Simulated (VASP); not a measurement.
# Sn in VASP: a series of runs

Runs on Sn. Level: PBE. Tasks: relaxation of cell and atoms, single point.

Program: VASP 6.6.1. These are calculated values, not measurements. Logs are shortened: lines on timing, memory, paths and dates and some standing lists are left out, and cuts for length are marked.

## Step 1: The cell of the first run

Symmetry: P6/mmm, No. 191, hexagonal system. The conventional cell has a = 3.268 Å, b = 3.268 Å, c = 3.073 Å, α = 90.00°, β = 90.00°, γ = 120.00°. Sn (site symmetry 6/mmm) has 8 Sn at 3.07 to 3.27 Å within 4.0 Å.

The cell was built from a structure type or drawn by symmetry, and may not be a known phase.

## Step 2: Relaxation of cell and atoms, PBE

Contents of INCAR:

```
SYSTEM = Sn
ALGO     = Fast           ! electronic algorithm
EDIFF    = 1E-6           ! SCF threshold, eV
EDIFFG   = -0.01          ! ionic threshold
ENCUT    = 600            ! plane-wave cutoff, eV
GGA      = PE             ! functional
IBRION   = 2              ! ionic algorithm
ISIF     = 3              ! what is computed and relaxed
ISMEAR   = 0              ! smearing method
LASPH    = .True.         ! aspherical terms in the spheres
LCHARG   = .False.        ! write CHGCAR
LREAL    = .False.        ! projectors in reciprocal space
LWAVE    = .False.        ! write WAVECAR
NELM     = 80             ! most SCF steps
NSW      = 100            ! ionic steps
PREC     = Accurate       ! precision mode
SIGMA    = 0.1            ! smearing width, eV
```

Contents of KPOINTS:

```
k-points
0
Gamma
  18 18 18
  0 0 0
```

Contents of POSCAR:

```
Sn
1.0
    3.2679015000      0.0000000000      0.0000000000
   -1.6339508000      2.8300857000      0.0000000000
    0.0000000000      0.0000000000      3.0726471000
Sn
1
Direct
    0.0000000000      0.0000000000      0.5000000000
```

Potentials or basis: VASP PAW PBE potentials, release 64 (Sn_d).

Command:

```bash
cat potpaw_PBE.64/Sn_d/POTCAR > POTCAR
mpirun -np 1 vasp_std > vasp.out
```

OUTCAR:

```text
SYSTEM = Sn
   EDIFF = 1E-6
   EDIFFG = -0.01
   ENCUT = 600
   GGA = PE
   IBRION = 2
   ISIF = 3
   ISMEAR = 0
   LASPH = .True.
   LREAL = .False.
   NELM = 80
   NSW = 100
   PREC = Accurate

 ion  position               nearest neighbor table
   1  0.000  0.000  0.500-

  LATTYP: Found a hexagonal cell.
 ALAT       =     3.2679015000
 C/A-ratio  =     0.9402508307

  Lattice vectors:

 A1 = (   3.2679015000,   0.0000000000,   0.0000000000)
 A2 = (  -1.6339508000,   2.8300857000,   0.0000000000)
 A3 = (   0.0000000000,   0.0000000000,   3.0726471000)

Analysis of symmetry for initial positions (statically):
=====================================================================
 Subroutine PRICEL returns:
 Original cell was already a primitive cell.

 Routine SETGRP: Setting up the symmetry group for a
 hexagonal supercell.

 Subroutine GETGRP returns: Found 24 space group operations
 (whereof 24 operations were pure point group operations)
 out of a pool of 24 trial point group operations.

The static configuration has the point symmetry D_6h.

Analysis of symmetry for dynamics (positions and initial velocities):
=====================================================================
 Subroutine PRICEL returns:
 Original cell was already a primitive cell.

 Routine SETGRP: Setting up the symmetry group for a
 hexagonal supercell.

 Subroutine GETGRP returns: Found 24 space group operations
 (whereof 24 operations were pure point group operations)
 out of a pool of 24 trial point group operations.

The dynamic configuration has the point symmetry D_6h.

 Subroutine INISYM returns: Found 24 space group operations
 (whereof 24 operations are pure point group operations),
 and found     1 'primitive' translations

----------------------------------------------------------------------------------------

                                     Primitive cell

  volume of cell :      28.4172

  direct lattice vectors                    reciprocal lattice vectors
     3.267901500  0.000000000  0.000000000     0.306006775  0.176673101  0.000000000
    -1.633950800  2.830085700  0.000000000     0.000000000  0.353346190  0.000000000
     0.000000000  0.000000000  3.072647100     0.000000000  0.000000000  0.325452279

  length of vectors
     3.267901500  3.267901511  3.072647100     0.353346191  0.353346190  0.325452279

  position of ions in fractional coordinates (direct lattice)
     0.000000000  0.000000000  0.500000000

  ion indices of the primitive-cell ions
[... 83 lines left out ...]
   TEBEG  =    0.0;   TEEND  =   0.0 temperature during run
   PSTRESS=    0.0 pullay stress
   NELECT =      14.0000    total number of electrons
   NUPDOWN=      -1.0000    fix difference up-down
   EMIN   =  10.00;   EMAX   =-10.00  energy-range for DOS
   EFERMI =   0.00;   METHOD = LEGACY
   ISMEAR =     0;   SIGMA  =   0.10  broadening in eV -4-tet -1-fermi 0-gaus
   EFERMI_NEDOS =   21; number of points for ismear=-14 and -15
   IALGO  =     68    algorithm
   IMIX   =      4    mixing-type and parameters
     AMIX     =   0.40;   BMIX     =  1.00
     AMIX_MAG =   1.60;   BMIX_MAG =  1.00
  volume/ion in A,a.u.               =      28.42       191.77
  Fermi-wavevector in a.u.,A,eV,Ry     =   1.292976  2.443370 22.746039  1.671787
  Thomas-Fermi vector in A             =   2.424650
   LORBIT       =      0    0 simple, 1 ext, 2 COOP (PROOUT), +10 PAW based schemes
   GGA     = PE    functional components
   LHFCALC =     F    Hartree Fock is set to
   AEXX    =    0.0000 exact exchange contribution
   IVDW    =     0    specifies the selected vdW correction
   LEPSILON=     F    determine dielectric tensor
   LRPA    =     F    only Hartree local field effects (RPA)
 conjugate gradient relaxation of ions
 non-spin polarized calculation
 RMM-DIIS sequential band-by-band and
 Gauss-broadening in eV      SIGMA  =   0.10
  energy-cutoff  :      600.00
  volume of cell :       28.42
 maximum number of plane-waves:       972
 NGX is ok and might be reduce to    28

 number of electron      14.0000000 magnetization

 Free energy of the ion-electron system (eV)
  ---------------------------------------------------
  ext. energy  EPLUGINS =         0.00000000
  ---------------------------------------------------
  free energy    TOTEN  =        -3.80846750 eV

  energy without entropy =       -3.80605367  energy(sigma->0) =       -3.80726058

 E-fermi :   7.4533     XC(G=0): -10.0947

 val. band max:        7.4482233637   @ k =   0.2778   0.0556   0.2778
 cond. band min:       7.4856017120   @ k =   0.2778   0.2222   0.1667
 fundamental gap:      0.0373783483
 Fermi energy:         7.4533249751

 k-point     1 :       0.0000    0.0000    0.0000
  band No.  band energies     occupation
      1     -14.1837      2.00000
      2     -14.0333      2.00000
      3     -14.0333      2.00000
      4     -13.8422      2.00000
      5     -13.8422      2.00000
      6      -3.3721      2.00000
      7      12.6532      0.00000
      8      14.2348      0.00000
      9      14.2348      0.00000
     10      16.0709      0.00000
     11      18.3523      0.00000
[... 309 lines left out ...]
 k-point    24 :       0.3889    0.1111    0.0000
  band No.  band energies     occupation
      1     -14.1295      2.00000
      2     -14.0070      2.00000
      3     -13.9124      2.00000
      4     -13.8656      2.00000
      5     -13.8652      2.00000
      6       0.3184      2.00000
      7       3.7052      2.00000
      8       9.0726      0.00000
      9      15.9692      0.00000
     10      16.3709      0.00000
     11      19.2237      0.00000

 [... further k-points ...]

------------------------ aborting loop because EDIFF is reached ----------------------------------------

  FORCE on cell =-STRESS in cart. coord.  units (eV):
  Direction    XX          YY          ZZ          XY          YZ          ZX
  --------------------------------------------------------------------------------------
  -------------------------------------------------------------------------------------
  Total       -0.0095091     -0.0095091     -0.0024322      0.0000000      0.0000000      0.0000000
  in kB       -0.5361274     -0.5361274     -0.1371269      0.0000000      0.0000000      0.0000000
  external PRESSURE =      -0.4031272 kB  Pullay stress =       0.0000000 kB

 VOLUME and BASIS-vectors are now :
 -----------------------------------------------------------------------------
  energy-cutoff  :      600.00
  volume of cell :       28.42
      direct lattice vectors                 reciprocal lattice vectors
     3.267901500  0.000000000  0.000000000     0.306006775  0.176673101  0.000000000
    -1.633950800  2.830085700  0.000000000     0.000000000  0.353346190  0.000000000
     0.000000000  0.000000000  3.072647100     0.000000000  0.000000000  0.325452279

 POSITION                                       TOTAL-FORCE (eV/Angst)
 -----------------------------------------------------------------------------------
      0.00000      0.00000      1.53632        -0.000000      0.000000      0.000000
 -----------------------------------------------------------------------------------
    total drift:                               -0.000000     -0.000000      0.000000

  FREE ENERGIE OF THE ION-ELECTRON SYSTEM (eV)
  ---------------------------------------------------
  free  energy   TOTEN  =        -3.8084674983 eV

  energy  without entropy=       -3.8060536709  energy(sigma->0) =       -3.80726058

 reached required accuracy - stopping structural energy minimisation
```

OSZICAR:

```text
N       E                     dE             d eps       ncg     rms          rms(c)
DAV:   1     0.743503374486E+02    0.74350E+02   -0.85008E+03  8185   0.209E+03
DAV:   2     0.691007688883E+00   -0.73659E+02   -0.71934E+02  8314   0.346E+02
DAV:   3    -0.372133005619E+01   -0.44123E+01   -0.43784E+01  9527   0.763E+01
DAV:   4    -0.381368466432E+01   -0.92355E-01   -0.92313E-01  9090   0.121E+01
DAV:   5    -0.381689249070E+01   -0.32078E-02   -0.32077E-02  9455   0.222E+00    0.149E+00
RMM:   6    -0.380978968631E+01    0.71028E-02   -0.11245E-02  8538   0.171E+00    0.862E-01
RMM:   7    -0.380841143471E+01    0.13783E-02   -0.97261E-03  8262   0.149E+00    0.107E-01
RMM:   8    -0.380841238183E+01   -0.94712E-06   -0.12201E-03  8964   0.605E-01    0.369E-02
RMM:   9    -0.380846470833E+01   -0.52327E-04   -0.51543E-04 10783   0.254E-01    0.242E-02
RMM:  10    -0.380846609184E+01   -0.13835E-05   -0.51135E-05  8618   0.119E-01    0.541E-03
RMM:  11    -0.380846737912E+01   -0.12873E-05   -0.26472E-05 10365   0.653E-02    0.416E-03
RMM:  12    -0.380846749825E+01   -0.11914E-06   -0.40217E-06  6681   0.256E-02
   1 F= -.38084675E+01 E0= -.38072606E+01  d E =-.380847E+01
```

Wall time 83 s (1 thread of Intel Xeon Platinum 8488C (Sapphire Rapids), shared host); peak memory 0.26 GiB.

Results:

* Free energy: -3.8085 eV
* Pressure after relaxing: 0.0 GPa
* Band gap on the k mesh: zero (bands 7 and 8 overlap by 7.92 eV)

Final structure:
```
CELL_PARAMETERS angstrom
3.26790 0.00000 0.00000
-1.63395 2.83009 0.00000
0.00000 0.00000 3.07265
ATOMIC_POSITIONS crystal
Sn 0.00000 0.00000 0.50000
```

Caveat: the relaxation stopped at its first step, so nothing moved; spin-orbit coupling is left out, which moves the levels of the heavy elements.

## Step 3: Single point, PBE

This run uses another cell than the first one: it holds 4 atoms, not 1.

Contents of INCAR:

```
SYSTEM = Sn
PREC = Accurate
ENCUT = 520
EDIFF = 1E-6
ISMEAR = 0
SIGMA = 0.2
LREAL = .False.
LASPH = .True.
NELM = 100
ALGO = Fast
ISIF = 2
LWAVE = .False.
LCHARG = .True.
GGA = PE
LELF = .True.
LVHAR = .True.
NBANDS = 36
```

Contents of KPOINTS:

```
Automatic mesh
0
Gamma
  8 6 6
  0 0 0
```

Contents of POSCAR:

```
Sn
1.0
    0.0000893774     -0.0001086603      3.0899335891
    6.5258287030      0.0005331609     -0.0005153819
   -3.2624668626      5.6518654136      0.0007150913
Sn
4
Direct
    0.4971621692     -0.0004084147     -0.0000224012
    0.5009320019      0.0004082528      0.5000964483
    0.4948236833      0.4997172315      1.0000305458
    0.5070821456      0.5002829305      0.4998954072
```

Potentials or basis: VASP PAW PBE potentials, release 64 (Sn_d).

Command:

```bash
cat potpaw_PBE.64/Sn_d/POTCAR > POTCAR
mpirun -np 1 vasp_std > vasp.out
```

Wall time 11 min (1 thread of Intel Xeon 8259CL, shared host); peak memory 0.54 GiB.

Results (log left out):

| Item | Value |
| --- | --- |
| Free energy | -15.1744 eV |
| Pressure | 0.0 GPa |
| Band gap on the k mesh | zero (bands 28 and 29 overlap by 4.86 eV) |

Forces on the atoms (eV/Å):
```
Sn   0.002  0.000  0.001
Sn  -0.001  0.000  0.000
Sn   0.001  0.000  0.001
Sn  -0.001  0.001 -0.002
```

Stress tensor (GPa, compression positive):
```
-0.06  0.00  0.00
 0.00 -0.06  0.00
 0.00  0.00  0.06
```

Levels at points of the mesh, in eV from the Fermi level:
| k point | band 24 | band 25 | band 26 | band 27 | band 28 | band 29 | band 30 | band 31 | band 32 | band 33 |
| --- | --- | --- | --- | --- | --- | --- | --- | --- | --- | --- |
| (0.00, 0.00, 0.00) | -6.91 | -4.45 | -4.45 | -4.44 | 3.28 | 3.28 | 3.28 | 5.00 | 6.82 | 6.82 |
| (0.50, 0.00, 0.00) | -3.70 | -3.70 | -2.12 | -2.12 | -2.12 | -1.54 | -1.54 | -1.54 | 3.05 | 3.05 |
| (0.00, 0.50, 0.00) | -7.38 | -2.29 | -2.29 | -0.56 | -0.56 | 0.68 | 0.68 | 4.59 | 4.59 | 6.24 |
| (0.00, 0.00, 0.50) | -7.37 | -2.29 | -2.28 | -0.57 | -0.55 | 0.68 | 0.68 | 4.59 | 4.59 | 6.24 |
| (0.50, 0.50, 0.00) | -4.38 | -3.54 | -3.54 | -1.68 | -1.68 | 0.39 | 0.39 | 1.87 | 1.88 | 3.43 |
| (0.50, 0.00, 0.50) | -4.37 | -3.54 | -3.54 | -1.69 | -1.67 | 0.39 | 0.39 | 1.86 | 1.89 | 3.43 |
| (0.00, 0.50, 0.50) | -7.38 | -2.29 | -2.29 | -0.56 | -0.56 | 0.69 | 0.69 | 4.59 | 4.59 | 6.24 |
| (0.50, 0.50, 0.50) | -4.38 | -3.54 | -3.54 | -1.68 | -1.68 | 0.39 | 0.39 | 1.87 | 1.88 | 3.43 |

Caveat: spin-orbit coupling is left out, which moves the levels of the heavy elements.
